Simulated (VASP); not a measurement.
Write the native input for VASP 6.6.1 that does the following.

```
Task                   : single point
Functional             : PBEsol
Potentials or basis    : VASP PAW PBE potentials, release 64 (K_sv, I)
Cutoff                 : 520 eV
k mesh                 : 6 × 6 × 6
Occupations            : gaussian, width 0.05 eV
Spin                   : no spin polarisation
Dipole correction      : no
Further INCAR settings : ALGO = Normal; EDIFF = 1e-06; NBANDS = 15
```

The structure of KI lies in POSCAR:

```
KI
1.0
    0.0000000000      3.8065140000      3.8065140000
    3.8065140000      0.0000000000      3.8065140000
    3.8065140000      3.8065140000      0.0000000000
K I
1 1
Direct
    0.0000000000      0.0000000000      0.0000000000
    0.5000000000      0.5000000000      0.5000000000
```

This cell differs from its parent crystal: strain +0.080 along x and y, +0.080 along z.

These files were run (other wordings do the same):

INCAR

```
SYSTEM = KI
  PREC = Accurate
  ENCUT = 520
  EDIFF = 1E-6
  ISMEAR = 0
  SIGMA = 0.05
  LREAL = .FALSE.
  LASPH = .TRUE.
  NELM = 80
  ALGO = Normal
  ISIF = 2
  LWAVE = .FALSE.
  LCHARG = .FALSE.
  GGA = PS
  NBANDS = 15
```

KPOINTS

```
regular mesh
0
G
  6 6 6
  0 0 0
```

Potentials or basis: VASP PAW PBE potentials, release 64 (K_sv, I).

Launch:

```bash
$ cat potpaw_PBE.64/K_sv/POTCAR potpaw_PBE.64/I/POTCAR > POTCAR
$ mpirun -np 1 vasp_std > vasp.out
```

Results of the run:

```json
{
 "Pressure": "-1.6 GPa",
 "Band gap on the k mesh": "3.42 eV"
}
```

Caveat: the cell differs from its parent crystal (strain +0.080 along x and y, +0.080 along z); the PAW data sets were made with another functional, which shifts forces and pressure a little; spin-orbit coupling is left out, which moves the levels of the heavy elements.

Wall time 22 s on 1 thread of Intel(R) Xeon(R) Platinum 8488C (Sapphire Rapids), on a shared host, peak memory 0.24 GiB.
